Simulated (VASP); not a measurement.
Input of a VASP 6.6.1 run:

The input INCAR:

```
SYSTEM = AlGa2N2
  PREC = Accurate
  ENCUT = 520
  EDIFF = 1E-7
  ISMEAR = 0
  SIGMA = 0.1
  LREAL = .False.
  LASPH = .True.
  NELM = 150
  ALGO = Normal
  ISIF = 2
  LWAVE = .False.
  LCHARG = .False.
  ISPIN = 2
  MAGMOM = 0 0 0 1 1
  LORBIT = 11
  GGA = PE
  NBANDS = 32
```

File KPOINTS:

```
Automatic mesh
0
Gamma
  6 6 6
  0 0 0
```

POSCAR

```
AlGa2N2
1.0
   -2.0643442410      2.0643442410      4.6207405458
    2.0643442410     -2.0643442410      4.6207405458
    2.0643442410      2.0643442410     -4.6207405458
Al Ga N
1 2 2
Direct
    0.5000000000      0.5000000000      0.0000000000
    0.7500000000      0.2500000000      0.5000000000
    0.2500000000      0.7500000000      0.5000000000
    0.3003662594      0.3003662594      0.0000000000
    0.6996337406      0.6996337406      0.0000000000
```

Potentials or basis: VASP PAW PBE potentials, release 64 (Al, Ga_d, N).

Launch:

```sh
$ cat potpaw_PBE.64/Al/POTCAR potpaw_PBE.64/Ga_d/POTCAR potpaw_PBE.64/N/POTCAR > POTCAR
$ mpirun -np 1 vasp_std > vasp.out
```

Problem. Predict the pressure.

Solution. 0.3 GPa.

Problem. Predict the net moment.

Solution. 0.00 μB per cell.

Problem. Predict the largest force.

Solution. 0.016 eV/Å.

Forces in eV/Å, atoms in the order of the input:
```
Al   0.000  0.000  0.000
Ga   0.000  0.000  0.000
Ga   0.000  0.000  0.000
N    0.000  0.000  0.016
N    0.000  0.000 -0.016
```
